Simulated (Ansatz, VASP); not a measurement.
# Two plane-wave programs on BeC3

```
CELL_PARAMETERS angstrom
2.70489 1.56167 1.94801
-2.70489 1.56167 1.94801
0.00000 -3.12334 1.94801
ATOMIC_POSITIONS crystal
Be 0.00000 0.00000 0.00000
C 0.50000 0.50000 0.50000
C 0.72079 0.72079 0.72079
C 0.27921 0.27921 0.27921
```

Alike in both runs: functional PBE; k mesh 6 × 6 × 6; occupations gaussian, width 0.1 eV; no spin polarisation.

Ansatz relaxed the structure, and its values are those at the end. VASP's run is a single point on that final structure, the one shown.

|  | VASP | Ansatz |
| --- | --- | --- |
| version | VASP 6.6.1 | Ansatz 0.2.0 |
| potentials or method | VASP PAW PBE potentials, release 64 (Be, C), cutoff 520 eV | scalar-relativistic, plane waves, PAW |
| valence electrons in the cell | 14 | 14 |

VASP gave:

```
gap on the k mesh at the Fermi level (eV) : none
pressure (GPa)                            : 0.0
rms of the force components (eV/Å)        : 0.021
```

**Question.** What did Ansatz give for the same quantities?

**Answer.** gap on the k mesh at the Fermi level (eV): none; pressure (GPa): 0.0; rms of the force components (eV/Å): 0.001.

A gap of «none» marks a metal or a gap that the smearing closes.
